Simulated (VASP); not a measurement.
A run of VASP 6.6.1:

The input INCAR:

```
PREC     = Accurate       # precision mode
ENCUT    = 500            # plane-wave cutoff, eV
EDIFF    = 1E-6           # SCF threshold, eV
ISMEAR   = -1             # smearing method
SIGMA    = 0.1            # smearing width, eV
LREAL    = F              # projectors in reciprocal space
LASPH    = T              # aspherical terms in the spheres
NELM     = 120            # most SCF steps
ALGO     = Normal         # electronic algorithm
ISIF     = 2              # what is computed and relaxed
LWAVE    = F              # write WAVECAR
LCHARG   = F              # write CHGCAR
GGA      = PS             # functional
NBANDS   = 16             # bands
GGA_COMPAT= F
```

Contents of KPOINTS:

```
regular mesh
0
Gamma
  3 3 3
```

Contents of POSCAR:

```
GaSb
1.0
   -2.7534340000      2.7534340000      1.5907070000
    2.7534340000     -2.7534340000      1.5907070000
    2.7534340000      2.7534340000     -1.5907070000
Ga Sb
1 1
Direct
    0.7500000000      0.2500000000      0.5000000000
    0.0000000000      0.0000000000      0.0000000000
```

Potentials or basis: VASP PAW PBE potentials, release 64 (Ga_d, Sb).

Command:

```sh
$ cat potpaw_PBE.64/Ga_d/POTCAR potpaw_PBE.64/Sb/POTCAR > POTCAR
$ mpirun -np 1 vasp_std > vasp.out
```

Hardware: 1 thread of Intel(R) Xeon(R) Platinum 8259CL CPU @ 2.50GHz (Skylake/Cascade Lake), on a shared host.

**Question.** How long does it take, and how much memory?

**Answer.** Run time: 6.2 s on 1 thread of Intel(R) Xeon(R) Platinum 8259CL CPU @ 2.50GHz (Skylake/Cascade Lake) (shared host), peak memory 0.17 GiB. Counts: scf iterations 11, k points 6.
